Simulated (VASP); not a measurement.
Runs of VASP 6.6.1 on Ag2O. The structure is that of space group Pn-3m (No. 224), or close to it. The cells are those of the table. 

```csv
task,level,potentials or basis,cell,cutoff (eV),gap on the mesh (eV),pressure (GPa)
single point,r2SCAN,"VASP PAW PBE potentials, release 64 (Ag, O)","a = 4.693 Å, 6 atoms",660,0.30,3.5
single point,r2SCAN,"VASP PAW PBE potentials, release 64 (Ag, O)","a = 4.851 Å, 6 atoms",660,0.16,-4.3
single point,r2SCAN,"VASP PAW PBE potentials, release 64 (Ag, O)","a = 4.725 Å, 6 atoms",660,0.27,(b)
single point,LDA,"VASP PAW LDA potentials, release 64 (Ag, O)","a = 4.638 Å, 6 atoms",600,0.11,0.0
single point,PBEsol,"VASP PAW PBE potentials, release 64 (Ag, O)","a = 4.709 Å, 6 atoms",600,none,-0.3
relaxation of the atoms,r2SCAN,"VASP PAW PBE potentials, release 64 (Ag, O)","atoms relaxed from a = 4.725 Å, 6 atoms",580,0.27,1.5
single point,r2SCAN,"VASP PAW PBE potentials, release 64 (Ag, O)","a = 4.789 Å, 6 atoms",660,(a),-1.7
relaxation of the atoms,r2SCAN,"VASP PAW PBE potentials, release 64 (Ag, O)","atoms relaxed from a = 4.757 Å, 6 atoms",580,(c),-0.2
```

Alike in all rows: no spin polarisation; k mesh 7 × 7 × 7; smearing fermi-dirac 0.1 eV.

Problem. Estimate the missing entries.

Solution. (a) 0.21; (b) 1.6; (c) 0.24.

Caveats: semilocal functionals underestimate gaps, and a narrow one can read as zero; the PAW data sets were made with another functional, which shifts forces and pressure a little (at least some runs); an odd mesh through Γ misses points on the zone boundary, where band edges can lie (at least some runs); the relaxation stopped at its first step, so nothing moved (at least some runs); the cell stands under pressure (at least some runs); the cell stands under tension (at least some runs); the smearing spreads over this small gap (at least some runs).

A k mesh can miss the band edges, and the runs leave out spin-orbit coupling on Ag.

A gap of «none» marks levels without a gap at the run's occupations.
